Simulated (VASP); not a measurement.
Here is a VASP 6.6.1 calculation.

INCAR

```
PREC = Accurate
ENCUT = 520
EDIFF = 1E-6
ISMEAR = 0
SIGMA = 0.05
LREAL = F
LASPH = T
NELM = 60
ALGO = Normal
ISIF = 2
LWAVE = F
LCHARG = T
GGA = PE
LELF = T
LVHAR = T
NBANDS = 32
```

File KPOINTS:

```
Automatic mesh
0
Gamma
  6 6 6
```

File POSCAR:

```
Bi2Se3
1.0
    2.0936564891      1.2087731376     10.4340296434
   -2.0936564891      1.2087731376     10.4340296434
    0.0000000000     -2.4175462751     10.4340296434
Bi Se
2 3
Direct
    0.3875149558      0.3977589921      0.4015085696
    0.6124850442      0.6022410079      0.5984914304
    0.0000000000      0.0000000000      0.0000000000
    0.1930620921      0.2285245533      0.2415047150
    0.8069379079      0.7714754467      0.7584952850
```

Potentials or basis: VASP PAW PBE potentials, release 64 (Bi_d, Se).

The run is started by

```sh
$ cat potpaw_PBE.64/Bi_d/POTCAR potpaw_PBE.64/Se/POTCAR > POTCAR
$ mpirun -np 1 vasp_std > vasp.out
```

Problem. Estimate the largest force.

Solution. 0.533 eV/Å.

Problem. What does it give for the band gap on the k mesh?

Solution. 0.65 eV (least direct gap 0.71 eV).

Problem. What does it give for the pressure?

Solution. 0.2 GPa.

Stress tensor (GPa, compression positive):
```
 0.79  0.66 -1.56
 0.66 -0.42 -1.37
-1.56 -1.37  0.30
```

Caveat: the cell differs from its parent crystal (atoms displaced along a vibrational mode); spin-orbit coupling is left out, which moves the levels of the heavy elements. A k mesh can miss the band edges.
